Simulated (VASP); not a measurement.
A run of VASP 6.6.1 is set up as follows.

The input POSCAR:

```
CO2
1.0
    4.2272127900      0.0000000000      0.0000000000
    0.0000000000      4.2272127900      0.0000000000
    0.0000000000      0.0000000000      4.6877715900
C O
2 4
Direct
    0.5000000000      0.5000000000      0.5000000000
    0.0000000000      0.0000000000      0.0000000000
    0.3048268600      0.6951731400      0.5000000000
    0.6951731400      0.3048268600      0.5000000000
    0.1951731400      0.1951731400      0.0000000000
    0.8048268600      0.8048268600      0.0000000000
```

File INCAR.step1:

```
PREC     = Accurate       # precision mode
ENCUT    = 520            # plane-wave cutoff, eV
ISMEAR   = 0              # smearing method
SIGMA    = 0.05           # smearing width, eV
LREAL    = False          # projectors in reciprocal space
LASPH    = True           # aspherical terms in the spheres
NELM     = 80             # most SCF steps
NBANDS   = 25             # bands
GGA      = PE             # functional
ALGO     = Normal         # electronic algorithm
EDIFF    = 1E-4           # SCF threshold, eV
LWAVE    = True           # write WAVECAR
LCHARG   = False          # write CHGCAR
```

INCAR.step2

```
PREC     = Accurate       # precision mode
ENCUT    = 520            # plane-wave cutoff, eV
EDIFF    = 1E-7           # SCF threshold, eV
ISMEAR   = 0              # smearing method
SIGMA    = 0.05           # smearing width, eV
LREAL    = False          # projectors in reciprocal space
LASPH    = True           # aspherical terms in the spheres
NELM     = 80             # most SCF steps
ALGO     = Normal         # electronic algorithm
ISIF     = 2              # what is computed and relaxed
LWAVE    = False          # write WAVECAR
LCHARG   = True           # write CHGCAR
METAGGA  = R2SCAN         # meta-GGA
LMIXTAU  = True         
LELF     = True           # ELF
LVHAR    = True         
NBANDS   = 25             # bands
ISTART   = 1
```

Contents of KPOINTS:

```
Automatic mesh
0
Gamma
  6 6 6
```

Potentials or basis: VASP PAW PBE potentials, release 64 (C, O).

Run with:

```sh
$ cat potpaw_PBE.64/C/POTCAR potpaw_PBE.64/O/POTCAR > POTCAR
$ cp INCAR.step1 INCAR
$ mpirun -np 1 vasp_std > vasp.out
$ cp INCAR.step2 INCAR
$ mpirun -np 1 vasp_std > vasp.out
```

**Question.** What does it give for the pressure?

**Answer.** 0.2 GPa.

**Question.** Estimate the largest force.

**Answer.** 0.041 eV/Å.

**Question.** Predict the band gap on the k mesh.

**Answer.** 7.16 eV, indirect (least direct gap 7.64 eV).

Forces on the atoms (eV/Å):
```
C    0.000  0.000  0.000
C    0.000  0.000  0.000
O   -0.029  0.029  0.000
O    0.029 -0.029  0.000
O    0.029  0.029  0.000
O   -0.029 -0.029  0.000
```

Caveat: the PAW data sets were made with another functional, which shifts forces and pressure a little. A k mesh can miss the band edges.
